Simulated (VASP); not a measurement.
The system is MnAs.

```
As Mn
1.0
     3.71000    0.00000    0.00000
    -1.85500    3.21295    0.00000
     0.00000    0.00000    5.69100
As Mn
2 2
Direct
  0.66667 0.33333 0.75000
  0.33333 0.66667 0.25000
  0.00000 0.00000 0.50000
  0.00000 0.00000 0.00000
```

Base run:

| Quantity | Value |
| --- | --- |
| Program | VASP 6.6.1 |
| Functional | BLYP |
| Potentials or basis | VASP PAW PBE potentials, release 64 (As, Mn_pv) |
| Cutoff | 520 eV |
| k mesh | 8 × 8 × 5 |
| Occupations | fermi-dirac, width 0.05 eV |
| Spin | collinear spin, ferromagnetic start |
| Starting moments | [0.0, 0.0, 4.0, 4.0] μB |

Its results: pressure 1.7 GPa; net moment 6.01 μB per cell; site moments As -0.12; Mn +3.07 μB.

**Question.** After a change of settings the same cell gave: pressure -3.2 GPa; net moment 6.29 μB per cell; site moments As -0.12; Mn +3.21 μB. Which change was it?
A. functional from BLYP to revPBE
B. functional from BLYP to PBE; occupations from fermi-dirac, width 0.05 eV to gaussian, width 0.011 eV
C. functional from BLYP to PBEsol
D. functional from BLYP to RPBE

**Answer.** B.

Caveats: the run started ferromagnetic, and an antiferromagnetic order may lie lower in energy; the PAW data sets were made with another functional, which shifts forces and pressure a little (at least some runs); the cell stands under tension (at least some runs).
